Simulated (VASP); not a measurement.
Write the native input for VASP 6.6.1 that does the following.

```yaml
Task: single point
Functional: PBE
Dispersion: D3(BJ)
Potentials_or_basis: VASP PAW PBE potentials, release 64 (Si, C)
Cutoff: 600 eV
k_mesh: 10 × 10 × 10
Occupations: fermi-dirac, width 0.05 eV
Spin: no spin polarisation
Dipole_correction: no
Further_INCAR_settings: ALGO = Normal; EDIFF = 1e-06; NBANDS = 11
```

The structure of SiC (Moissanite 3C) lies in POSCAR:

```
SiC
1.0
    0.0000000000      2.1495504440      2.1495504440
    2.1495504440      0.0000000000      2.1495504440
    2.1495504440      2.1495504440      0.0000000000
Si C
1 1
Direct
    0.0000000000      0.0000000000      0.0000000000
    0.7500000000      0.7500000000      0.7500000000
```

One way to write it, as run:

INCAR

```
PREC = Accurate
ENCUT = 600
EDIFF = 1E-6
ISMEAR = -1
SIGMA = 0.05
LREAL = F
LASPH = T
NELM = 120
ALGO = Normal
ISIF = 2
LWAVE = F
LCHARG = F
GGA = PE
IVDW = 12
NBANDS = 11
GGA_COMPAT = F
```

KPOINTS

```
Automatic mesh
0
Gamma
  10 10 10
```

Potentials or basis: VASP PAW PBE potentials, release 64 (Si, C).

Command:

```sh
$ cat potpaw_PBE.64/Si/POTCAR potpaw_PBE.64/C/POTCAR > POTCAR
$ mpirun -np 1 vasp_std > vasp.out
```

It gave:

The pressure is 7.9 GPa. The band gap on the k mesh is 1.32 eV, indirect (least direct gap 4.58 eV). The dispersion energy per atom is -0.314 eV.

It took 14 s on 1 thread of AMD EPYC 7R43 64-Core Processor (Zen 3), on a shared host, peak memory 0.11 GiB.
